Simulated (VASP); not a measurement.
# BaScO2F (P4/mmm) in VASP: notebook

The runs below take BaScO2F through single point, with LDA.

Program: VASP 6.6.1. These are calculated values, not measurements. Logs are shortened: lines on timing, memory, paths and dates and some standing lists are left out, and cuts for length are marked.

**1. The cell of the first run**

The structure is tetragonal, space group P4/mmm (No. 123). The conventional cell has a = 4.207 Å, b = 4.207 Å, c = 4.085 Å, α = 90.00°, β = 90.00°, γ = 90.00°. Ba (site symmetry 4/mmm) has 8 O at 2.93 Å and 4 F at 2.97 Å and 8 Sc at 3.61 Å within 3.9 Å. Within 2.7 Å of Sc (site symmetry 4/mmm) lie 2 F at 2.04 Å and 4 O at 2.10 Å. O (site symmetry mmm) has 2 Sc at 2.10 Å within 2.8 Å. F (site symmetry 4/mmm) has 2 Sc at 2.04 Å within 2.7 Å.

**2. Single point, LDA (strain -0.0300 x Voigt [0, 0, 1, 0, 0, 0])**

INCAR

```
  PREC = Accurate
  ENCUT = 910
  EDIFF = 1E-6
  ISMEAR = 0
  SIGMA = 0.05
  LREAL = F
  LASPH = T
  NELM = 120
  ALGO = Normal
  ISIF = 2
  LWAVE = F
  LCHARG = F
  GGA = CA
  NBANDS = 28
  GGA_COMPAT = F
```

KPOINTS

```
Automatic mesh
0
Gamma
  6 6 6
```

POSCAR

```
BaScO2F
1.0
    4.2069470000      0.0000000000      0.0000000000
    0.0000000000      4.2069470000      0.0000000000
    0.0000000000      0.0000000000      4.0850706100
Ba Sc O F
1 1 2 1
Direct
    0.5000000000      0.5000000000      0.5000000000
    0.0000000000      0.0000000000      0.0000000000
    0.5000000000      0.0000000000      0.0000000000
    0.0000000000      0.5000000000      0.0000000000
    0.0000000000      0.0000000000      0.5000000000
```

Potentials or basis: VASP PAW LDA potentials, release 64 (Ba_sv, Sc_sv, O_h, F_h).

Command:

```sh
$ cat potpaw_LDA.64/Ba_sv/POTCAR potpaw_LDA.64/Sc_sv/POTCAR potpaw_LDA.64/O_h/POTCAR potpaw_LDA.64/F_h/POTCAR > POTCAR
$ mpirun -np 1 vasp_std > vasp.out
```

OUTCAR:

```text
PREC = Accurate
   ENCUT = 910
   EDIFF = 1E-6
   ISMEAR = 0
   LREAL = F
   LASPH = T
   NELM = 120
   ISIF = 2
   GGA = CA

 ion  position               nearest neighbor table
   1  0.500  0.500  0.500-   3 2.93   4 2.93   3 2.93   4 2.93   3 2.93   3 2.93   4 2.93   4 2.93
                             5 2.97   5 2.97   5 2.97   5 2.97   2 3.61   2 3.61   2 3.61   2 3.61
   2  0.000  0.000  0.000-   5 2.04   5 2.04   3 2.10   4 2.10   4 2.10   3 2.10   1 3.61   1 3.61
                             1 3.61   1 3.61   1 3.61   1 3.61   1 3.61   1 3.61
   3  0.500  0.000  0.000-   2 2.10   2 2.10   1 2.93   1 2.93   1 2.93   1 2.93
   4  0.000  0.500  0.000-   2 2.10   2 2.10   1 2.93   1 2.93   1 2.93   1 2.93
   5  0.000  0.000  0.500-   2 2.04   2 2.04   1 2.97   1 2.97   1 2.97   1 2.97

  LATTYP: Found a simple tetragonal cell.
 ALAT       =     4.2069470000
 C/A-ratio  =     0.9710297301

  Lattice vectors:

 A1 = (   4.2069470000,   0.0000000000,   0.0000000000)
 A2 = (   0.0000000000,   4.2069470000,   0.0000000000)
 A3 = (   0.0000000000,   0.0000000000,   4.0850706100)

Analysis of symmetry for initial positions (statically):
=====================================================================
 Subroutine PRICEL returns:
 Original cell was already a primitive cell.

 Routine SETGRP: Setting up the symmetry group for a
 simple tetragonal supercell.

 Subroutine GETGRP returns: Found 16 space group operations
 (whereof 16 operations were pure point group operations)
 out of a pool of 16 trial point group operations.

The static configuration has the point symmetry D_4h.

Analysis of symmetry for dynamics (positions and initial velocities):
=====================================================================
 Subroutine PRICEL returns:
 Original cell was already a primitive cell.

 Routine SETGRP: Setting up the symmetry group for a
 simple tetragonal supercell.

 Subroutine GETGRP returns: Found 16 space group operations
 (whereof 16 operations were pure point group operations)
 out of a pool of 16 trial point group operations.

The dynamic configuration has the point symmetry D_4h.

 Subroutine INISYM returns: Found 16 space group operations
 (whereof 16 operations are pure point group operations),
 and found     1 'primitive' translations

----------------------------------------------------------------------------------------

                                     Primitive cell

  volume of cell :      72.2992

  direct lattice vectors                    reciprocal lattice vectors
     4.206947000  0.000000000  0.000000000     0.237702068  0.000000000  0.000000000
     0.000000000  4.206947000  0.000000000     0.000000000  0.237702068  0.000000000
     0.000000000  0.000000000  4.085070610     0.000000000  0.000000000  0.244793810

  length of vectors
     4.206947000  4.206947000  4.085070610     0.237702068  0.237702068  0.244793810

  position of ions in fractional coordinates (direct lattice)
     0.500000000  0.500000000  0.500000000
     0.000000000  0.000000000  0.000000000
     0.500000000  0.000000000  0.000000000
     0.000000000  0.500000000  0.000000000
     0.000000000  0.000000000  0.500000000

  ion indices of the primitive-cell ions
   primitive index   ion index
                 1           1
                 2           2
                 3           3
                 4           4
                 5           5

----------------------------------------------------------------------------------------

 KPOINTS: Automatic mesh

Automatic generation of k-mesh.
 Grid dimensions read from file:
 generate k-points for:    6    6    6

 Generating k-lattice:

  Cartesian coordinates                     Fractional coordinates (reciprocal lattice)
     0.039617011  0.000000000  0.000000000     0.166666667  0.000000000  0.000000000
     0.000000000  0.039617011  0.000000000     0.000000000  0.166666667  0.000000000
     0.000000000  0.000000000  0.040798968     0.000000000  0.000000000  0.166666667

  Length of vectors
     0.039617011  0.039617011  0.040798968

  Shift w.r.t. Gamma in fractional coordinates (k-lattice)
     0.000000000  0.000000000  0.000000000

 Subroutine IBZKPT returns following result:
 ===========================================

 Found     40 irreducible k-points:

 Following reciprocal coordinates:
            Coordinates               Weight
  0.000000  0.000000  0.000000      1.000000
  0.166667  0.000000  0.000000      4.000000
  0.333333  0.000000  0.000000      4.000000
  0.500000  0.000000  0.000000      2.000000
  0.166667  0.166667  0.000000      4.000000
  0.333333  0.166667  0.000000      8.000000
[... 16 lines left out ...]
  0.333333  0.000000  0.333333      8.000000
  0.500000  0.000000  0.333333      4.000000
 [... further k-points ...]
   k-points           NKPTS =     40   k-points in BZ     NKDIM =     40   number of bands    NBANDS=     28
   number of dos      NEDOS =    301   number of ions     NIONS =      5
   total plane-waves  NPLWV =  70560
   dimension x,y,z NGX =    42 NGY =   42 NGZ =   40
   dimension x,y,z NGXF=    84 NGYF=   84 NGZF=   80
   ions per type =               1   1   2   1
   NGX,Y,Z   is equivalent  to a cutoff of  16.60, 16.60, 16.28 a.u.
   NGXF,Y,Z  is equivalent  to a cutoff of  33.19, 33.19, 32.56 a.u.
 SYSTEM =  unknown system
   PREC   = accura    normal or accurate (medium, high low for compatibility)
   ISTART =      0    job   : 0-new  1-cont  2-samecut
   ICHARG =      2    charge: 1-file 2-atom 10-const
   ISPIN  =      1    spin polarized calculation?
   LNONCOLLINEAR =      F non collinear calculations
   LSORBIT =      F    spin-orbit coupling
   LASPH  =      T    aspherical Exc in radial PAW
   ENCUT  =  910.0 eV  66.88 Ry    8.18 a.u.  10.35 10.35 10.05*2*pi/ulx,y,z
   NELM   =    120;   NELMIN=  2; NELMDL= -5     # of ELM steps
   EDIFF  = 0.1E-05   stopping-criterion for ELM
   LREAL  =      F    real-space projection
   EDIFFG = 0.1E-04   stopping-criterion for IOM
   NSW    =      0    number of steps for IOM
   IBRION =     -1    ionic relax: 0-MD 1-quasi-New 2-CG
   NFREE  =      0    steps in history (QN), initial steepest desc. (CG)
   ISIF   =      2    stress and relaxation
   ISYM   =      2    0-nonsym 1-usesym 2-fastsym
   POTIM  = 0.5000    time-step for ionic-motion
   TEBEG  =    0.0;   TEEND  =   0.0 temperature during run
   PSTRESS=    0.0 pullay stress
   NELECT =      40.0000    total number of electrons
   NUPDOWN=      -1.0000    fix difference up-down
   EMIN   =  10.00;   EMAX   =-10.00  energy-range for DOS
   EFERMI =   0.00;   METHOD = LEGACY
   ISMEAR =     0;   SIGMA  =   0.05  broadening in eV -4-tet -1-fermi 0-gaus
   EFERMI_NEDOS =   21; number of points for ismear=-14 and -15
   IALGO  =     38    algorithm
   IMIX   =      4    mixing-type and parameters
     AMIX     =   0.40;   BMIX     =  1.00
     AMIX_MAG =   1.60;   BMIX_MAG =  1.00
  volume/ion in A,a.u.               =      14.46        97.58
  Fermi-wavevector in a.u.,A,eV,Ry     =   1.343952  2.539700 24.574921  1.806206
  Thomas-Fermi vector in A             =   2.471984
   LORBIT       =      0    0 simple, 1 ext, 2 COOP (PROOUT), +10 PAW based schemes
   GGA     = CA    functional components
   LHFCALC =     F    Hartree Fock is set to
   AEXX    =    0.0000 exact exchange contribution
   IVDW    =     0    specifies the selected vdW correction
   LEPSILON=     F    determine dielectric tensor
   LRPA    =     F    only Hartree local field effects (RPA)
 non-spin polarized calculation
 Gauss-broadening in eV      SIGMA  =   0.05
  energy-cutoff  :      910.00
  volume of cell :       72.30
 maximum number of plane-waves:      4548
 NGX is ok and might be reduce to    42
   NGX = 21   NGY = 21   NGZ = 21

 number of electron      39.9999997 magnetization

 Free energy of the ion-electron system (eV)
  ---------------------------------------------------
  ext. energy  EPLUGINS =         0.00000000
  ---------------------------------------------------
  free energy    TOTEN  =       -40.25644265 eV

  energy without entropy =      -40.25644265  energy(sigma->0) =      -40.25644265

 E-fermi :   3.3442     XC(G=0): -11.0636

 val. band max:        2.9849325405   @ k =   0.5000   0.5000   0.5000
 cond. band min:       5.9927098782   @ k =   0.0000   0.0000   0.0000
 fundamental gap:      3.0077773377
 Fermi energy:         3.3442296863

 k-point     1 :       0.0000    0.0000    0.0000
  band No.  band energies     occupation
      1     -44.3234      2.00000
      2     -23.6627      2.00000
      3     -23.2593      2.00000
      4     -23.2593      2.00000
      5     -22.9737      2.00000
      6     -20.8990      2.00000
[... 20 lines left out ...]
     27       8.5565      0.00000
     28       8.8898      0.00000

 k-point     2 :       0.1667    0.0000    0.0000
  band No.  band energies     occupation
      1     -44.3229      2.00000
      2     -23.6619      2.00000
      3     -23.3076      2.00000
      4     -23.2584      2.00000
      5     -22.9271      2.00000
      6     -20.9194      2.00000
[... 20 lines left out ...]
     27       8.7248      0.00000
     28       9.4120      0.00000

 k-point     3 :       0.3333    0.0000    0.0000
  band No.  band energies     occupation
      1     -44.3221      2.00000
      2     -23.6603      2.00000
      3     -23.3857      2.00000
      4     -23.2567      2.00000
      5     -22.8497      2.00000
      6     -20.9623      2.00000
[... 20 lines left out ...]
     27       9.3980      0.00000
     28      10.0676      0.00000

 k-point     4 :       0.5000    0.0000    0.0000
  band No.  band energies     occupation
      1     -44.3216      2.00000
      2     -23.6595      2.00000
      3     -23.4200      2.00000
      4     -23.2559      2.00000
      5     -22.8142      2.00000
      6     -20.9848      2.00000
[... 578 lines left out ...]
     27       9.8430      0.00000
     28       9.8485      0.00000

 k-point    23 :       0.3333    0.0000    0.3333
  band No.  band energies     occupation
      1     -44.3180      2.00000
      2     -24.2100      2.00000
      3     -23.3463      2.00000
      4     -23.2524      2.00000
      5     -22.8279      2.00000
      6     -20.1165      2.00000
[... 20 lines left out ...]
     27      10.0663      0.00000
     28      10.1318      0.00000

 k-point    24 :       0.5000    0.0000    0.3333
  band No.  band energies     occupation
      1     -44.3176      2.00000
      2     -24.2010      2.00000
      3     -23.3753      2.00000
      4     -23.2517      2.00000
      5     -22.8205      2.00000
      6     -20.1277      2.00000
[... 20 lines left out ...]
     27      10.3029      0.00000
     28      10.9920      0.00000

 [... further k-points ...]

------------------------ aborting loop because EDIFF is reached ----------------------------------------

  FORCE on cell =-STRESS in cart. coord.  units (eV):
  Direction    XX          YY          ZZ          XY          YZ          ZX
  --------------------------------------------------------------------------------------
  -------------------------------------------------------------------------------------
  Total       -3.3062354     -3.3062354     -0.8617161      0.0000000     -0.0000000      0.0000000
  in kB      -73.2673862    -73.2673862    -19.0959441      0.0000000     -0.0000000      0.0000000
  external PRESSURE =     -55.2102388 kB  Pullay stress =       0.0000000 kB

 VOLUME and BASIS-vectors are now :
 -----------------------------------------------------------------------------
  energy-cutoff  :      910.00
  volume of cell :       72.30
      direct lattice vectors                 reciprocal lattice vectors
     4.206947000  0.000000000  0.000000000     0.237702068  0.000000000  0.000000000
     0.000000000  4.206947000  0.000000000     0.000000000  0.237702068  0.000000000
     0.000000000  0.000000000  4.085070610     0.000000000  0.000000000  0.244793810

 POSITION                                       TOTAL-FORCE (eV/Angst)
 -----------------------------------------------------------------------------------
      2.10347      2.10347      2.04254         0.000000      0.000000      0.000000
      0.00000      0.00000      0.00000         0.000000      0.000000      0.000000
      2.10347      0.00000      0.00000         0.000000      0.000000      0.000000
      0.00000      2.10347      0.00000         0.000000      0.000000      0.000000
      0.00000      0.00000      2.04254         0.000000      0.000000      0.000000
 -----------------------------------------------------------------------------------
    total drift:                                0.000000      0.000000     -0.000000

  FREE ENERGIE OF THE ION-ELECTRON SYSTEM (eV)
  ---------------------------------------------------
  free  energy   TOTEN  =       -40.2564426538 eV

  energy  without entropy=      -40.2564426538  energy(sigma->0) =      -40.25644265
```

Run time: 96 s. Hardware: 1 thread of Intel Xeon 6975P-C (Granite Rapids), shared host; peak memory 0.35 GiB.

What came out:

| Item | Value |
| --- | --- |
| Free energy | -40.2564 eV |
| Pressure | -5.5 GPa |
| Band gap on the k mesh | 3.01 eV (least direct gap 3.34 eV) |

Caveat: the cell differs from its parent crystal (strain -0.0300 x Voigt [0, 0, 1, 0, 0, 0]); the cutoff is under 1.25 times the usual one of these potentials, so pressure, stress and relaxed cells hold a basis-set (Pulay) error; the cell stands under tension; spin-orbit coupling is left out, which moves the levels of the heavy elements. A k mesh can miss the band edges.

**3. Single point, LDA (strain -0.0200 x Voigt [0, 0, 1, 0, 0, 0])**

INCAR

```
SYSTEM = BaScO2F
ALGO = Normal ; EDIFF = 1E-6
ENCUT = 910 ; GGA_COMPAT = .FALSE.
ISIF = 2 ; ISMEAR = 0
LASPH = .TRUE. ; LCHARG = .TRUE.
LELF = .TRUE. ; LREAL = .FALSE.
LVHAR = .TRUE. ; LWAVE = .FALSE.
NBANDS = 28 ; NELM = 120
PREC = Accurate ; SIGMA = 0.05
```

KPOINTS

```
k-points
0
G
  6 6 6
  0 0 0
```

POSCAR: that of step 2 with these lines changed.

```diff
@@ -4,3 +4,3 @@
     0.0000000000      4.2069470000      0.0000000000
-    0.0000000000      0.0000000000      4.0850706100
+    0.0000000000      0.0000000000      4.1271847400
 Ba Sc O F
```

Potentials or basis: VASP PAW LDA potentials, release 64 (Ba_sv, Sc_sv, O_h, F_h).

Command:

```sh
$ cat potpaw_LDA.64/Ba_sv/POTCAR potpaw_LDA.64/Sc_sv/POTCAR potpaw_LDA.64/O_h/POTCAR potpaw_LDA.64/F_h/POTCAR > POTCAR
$ mpirun -np 1 vasp_std > vasp.out
```

Wall time 2.7 min (1 thread of AMD EPYC 7R13 (Zen 3), shared host); peak memory 0.32 GiB.

Results (log left out):

| Item | Value |
| --- | --- |
| Free energy | -40.2431 eV |
| Pressure | -6.7 GPa |
| Band gap on the k mesh | 2.96 eV (least direct gap 3.31 eV) |

Stress tensor (GPa, compression positive):
```
-7.85  0.00  0.00
 0.00 -7.85  0.00
 0.00  0.00 -4.52
```

Levels at points of the mesh, in eV from the valence-band top:
```
           k point  band 17  band 18  band 19  band 20  band 21  band 22  band 23  band 24
(0.00, 0.00, 0.00)    -1.07    -1.06    -0.35    -0.35     2.96     2.96     3.12     3.29
(0.50, 0.00, 0.00)    -1.71    -1.67    -1.49    -1.12     3.31     4.73     4.75     4.99
(0.50, 0.50, 0.00)    -2.86    -2.37    -2.37    -0.11     4.43     4.75     4.75     5.39
(0.00, 0.00, 0.50)    -2.25    -1.99    -0.51    -0.51     3.60     4.18     4.18     5.40
(0.50, 0.00, 0.50)    -1.78    -1.20    -1.12    -0.89     3.89     5.01     5.12     5.79
(0.50, 0.50, 0.50)    -2.21    -1.23    -1.23     0.00     4.26     5.25     5.25     5.46
```

Caveat: the cell differs from its parent crystal (strain -0.0200 x Voigt [0, 0, 1, 0, 0, 0]); the cutoff is under 1.25 times the usual one of these potentials, so pressure, stress and relaxed cells hold a basis-set (Pulay) error; the cell stands under tension; spin-orbit coupling is left out, which moves the levels of the heavy elements.
